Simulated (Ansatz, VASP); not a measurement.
Two plane-wave programs on Zn4S3O

```
Zn S O
1.0
     5.24609   -0.00019    0.00055
    -0.00024    5.24993   -0.00052
    -2.62236   -2.62552    5.19054
Zn S O
4 3 1
Direct
  0.66196 0.66175 0.77046
  0.33816 0.89132 0.22962
  0.10913 0.10904 0.77085
  0.89103 0.33851 0.22925
  0.75017 0.24972 0.49995
  0.49960 0.49958 0.99946
  0.25001 0.75005 0.50022
  0.99993 0.00002 0.00018
```

Change from the starting cell: cell x1, atoms moved at random (sigma 0.15 Å) and cell strained at random (1.5 %), then relaxed without symmetry.

Alike in both runs: functional PBE; k mesh 4 × 4 × 4; occupations gaussian, width 0.1 eV; no spin polarisation.

Ansatz relaxed the structure, and its values are those at the end. VASP's run is a single point on that final structure, the one shown.

|  | VASP | Ansatz |
| --- | --- | --- |
| version | VASP 6.6.1 | Ansatz 0.2.0 |
| potentials or method | VASP PAW PBE potentials, release 64 (Zn, S, O), cutoff 520 eV | scalar-relativistic, plane waves, PAW |
| valence electrons in the cell | 72 | 72 |

|  | VASP | Ansatz | Ansatz less VASP |
| --- | --- | --- | --- |
| gap on the k mesh at the Fermi level (eV) | 1.34 | 1.34 | -0.001 |
| least direct gap on the mesh (eV) | 1.34 | 1.34 | -0.001 |
| pressure (GPa) | 0.3 | 0.1 | -0.25 |
| rms of the force components (eV/Å) | 0.017 | 0.009 | -0.0075 |

The functional is the same, so the differences come from potentials, cutoffs and numerics.
